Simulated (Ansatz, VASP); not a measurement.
## Two plane-wave programs on SiO2

Contents of INCAR:

```
SYSTEM = SiO2
ALGO = Normal
EDIFF = 1E-7
ENCUT = 520
GGA = PE
ISIF = 2
ISMEAR = 0
IVDW = 12
LASPH = .True.
LCHARG = .False.
LREAL = .False.
LWAVE = .False.
NBANDS = 25
NELM = 100
PREC = Accurate
SIGMA = 0.1
```

File KPOINTS:

```
k-points
0
Gamma
  4 4 6
  0 0 0
```

Contents of POSCAR:

```
SiO2
1.0
    4.1865000000      0.0000000000      0.0000000000
    0.0000000000      4.1865000000      0.0000000000
    0.0000000000      0.0000000000      2.6684000000
Si O
2 4
Direct
    0.0000000000      0.0000000000      0.0000000000
    0.5000000000      0.5000000000      0.5000000000
    0.3059000000      0.3059000000      0.0000000000
    0.1941000000      0.8059000000      0.5000000000
    0.6941000000      0.6941000000      0.0000000000
    0.8059000000      0.1941000000      0.5000000000
```

Input for Ansatz:

```yaml
crystal:
  lattice:
    - [4.1865, 0.0, 0.0]
    - [0.0, 4.1865, 0.0]
    - [0.0, 0.0, 2.6684]
  atoms:
    - { symbol: Si, position: [0.0, 0.0, 0.0] }
    - { symbol: Si, position: [0.5, 0.5, 0.5] }
    - { symbol: O, position: [0.3059, 0.3059, 0.0] }
    - { symbol: O, position: [0.1941, 0.8059, 0.5] }
    - { symbol: O, position: [0.6941, 0.6941, 0.0] }
    - { symbol: O, position: [0.8059, 0.1941, 0.5] }
basis:
  ecutwfc: 420
kpoints:
  mp_grid: { grid: [4, 4, 6] }
hamiltonian:
  xc: pbe
  dispersion: d3bj
  pseudopotentials: { kind: paw, azcp: { folder: soft_1 } }
scf:
  occupations: { method: gaussian, width: 0.1 }
output:
  forces: true
  stress: true
  eigenvalues: true
```

Alike in both runs: task single point; functional PBE; dispersion D3(BJ); k mesh 4 × 4 × 6; occupations gaussian, width 0.1 eV; no spin polarisation.

|  | VASP | Ansatz |
| --- | --- | --- |
| version | VASP 6.6.1 | Ansatz 0.2.0 |
| potentials or method | VASP PAW PBE potentials, release 64 (Si, O), cutoff 520 eV | scalar-relativistic, plane waves, PAW |
| valence electrons in the cell | 32 | 32 |

|  | VASP | Ansatz | Ansatz less VASP |
| --- | --- | --- | --- |
| gap on the k mesh at the Fermi level (eV) | 5.53 | 5.55 | +0.019 |
| least direct gap on the mesh (eV) | 5.53 | 5.55 | +0.019 |
| pressure (GPa) | 4.5 | 4.2 | -0.26 |
| traceless stress, the component that is largest in VASP (GPa) | 1.51 | 1.03 | -0.475 |
| rms of the force components (eV/Å) | 0.027 | 0.018 | -0.0086 |

Atom by atom the forces differ by 0.009 eV/Å (rms over components).
